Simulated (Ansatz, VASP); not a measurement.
## Al3GaN4 in VASP and in Ansatz

The input POSCAR:

```
Al3GaN4
1.0
    4.4012372926      0.0000000000      0.0000000000
    0.0000000000      4.4012372926      0.0000000000
    0.0000000000      0.0000000000      4.0491383092
Al Ga N
3 1 4
Direct
    0.5000000000      0.5000000000      0.0000000000
    0.5000000000      0.0000000000      0.5000000000
    0.0000000000      0.5000000000      0.5000000000
    0.0000000000      0.0000000000      0.0000000000
    0.7444581602      0.7444581602      0.2555418398
    0.7444581602      0.2555418398      0.7444581602
    0.2555418398      0.7444581602      0.7444581602
    0.2555418398      0.2555418398      0.2555418398
```

File INCAR.step1:

```
PREC     = Accurate       # precision mode
ENCUT    = 520            # plane-wave cutoff, eV
ISMEAR   = 0              # smearing method
SIGMA    = 0.05           # smearing width, eV
LREAL    = F              # projectors in reciprocal space
LASPH    = T              # aspherical terms in the spheres
NELM     = 60             # most SCF steps
NBANDS   = 31             # bands
GGA      = PE             # functional
ALGO     = Normal         # electronic algorithm
EDIFF    = 1E-4           # SCF threshold, eV
LWAVE    = T              # write WAVECAR
LCHARG   = F              # write CHGCAR
```

File INCAR.step2:

```
PREC     = Accurate       # precision mode
ENCUT    = 520            # plane-wave cutoff, eV
EDIFF    = 1E-7           # SCF threshold, eV
ISMEAR   = 0              # smearing method
SIGMA    = 0.05           # smearing width, eV
LREAL    = F              # projectors in reciprocal space
LASPH    = T              # aspherical terms in the spheres
NELM     = 60             # most SCF steps
ALGO     = Normal         # electronic algorithm
ISIF     = 2              # what is computed and relaxed
LWAVE    = F              # write WAVECAR
LCHARG   = F              # write CHGCAR
METAGGA  = R2SCAN         # meta-GGA
LMIXTAU  = T            
NBANDS   = 31             # bands
ISTART   = 1
```

File KPOINTS:

```
regular mesh
0
Gamma
  6 6 6
```

Input for Ansatz:

```yaml
crystal:
  lattice:
    - [4.4012372926, 0.0, 0.0]
    - [0.0, 4.4012372926, 0.0]
    - [0.0, 0.0, 4.0491383092]
  atoms:
    - { symbol: Al, position: [0.5, 0.5, 0.0] }
    - { symbol: Al, position: [0.5, 0.0, 0.5] }
    - { symbol: Al, position: [0.0, 0.5, 0.5] }
    - { symbol: Ga, position: [0.0, 0.0, 0.0] }
    - { symbol: "N", position: [0.7444581602, 0.7444581602, 0.2555418398] }
    - { symbol: "N", position: [0.7444581602, 0.2555418398, 0.7444581602] }
    - { symbol: "N", position: [0.2555418398, 0.7444581602, 0.7444581602] }
    - { symbol: "N", position: [0.2555418398, 0.2555418398, 0.2555418398] }
basis:
  ecutwfc: 500
kpoints:
  mp_grid: { grid: [6, 6, 6] }
hamiltonian:
  xc: r2scan
scf:
  occupations: { method: gaussian, width: 0.05 }
output:
  forces: true
  stress: true
  eigenvalues: true
  write_density: true
  write_potential: true
  elf: true
  volumetric_format: npy
```

Change from the starting cell: strain +0.000 along x and y, -0.080 along z, atoms carried along.

Alike in both runs: task single point; functional r2SCAN; k mesh 6 × 6 × 6; occupations gaussian, width 0.05 eV; no spin polarisation.

|  | VASP | Ansatz |
| --- | --- | --- |
| version | VASP 6.6.1 | Ansatz 0.2.0 |
| potentials or method | VASP PAW PBE potentials, release 64 (Al, Ga_d, N), cutoff 520 eV | scalar-relativistic, plane waves, PAW |
| valence electrons in the cell | 42 | 42 |

```csv
,VASP,Ansatz,Ansatz less VASP
gap on the k mesh at the Fermi level (eV),3.61,3.62,+0.008
least direct gap on the mesh (eV),3.61,3.62,+0.008
pressure (GPa),19.7,19.6,-0.14
"traceless stress, the component that is largest in VASP (GPa)",5.42,5.43,+0.012
rms of the force components (eV/Å),0.061,0.047,-0.0143
```

VASP's potentials were made for PBE, not for r2SCAN. Atom by atom the forces differ by 0.034 eV/Å (rms over components). The functional is the same, so the differences come from potentials, cutoffs and numerics.
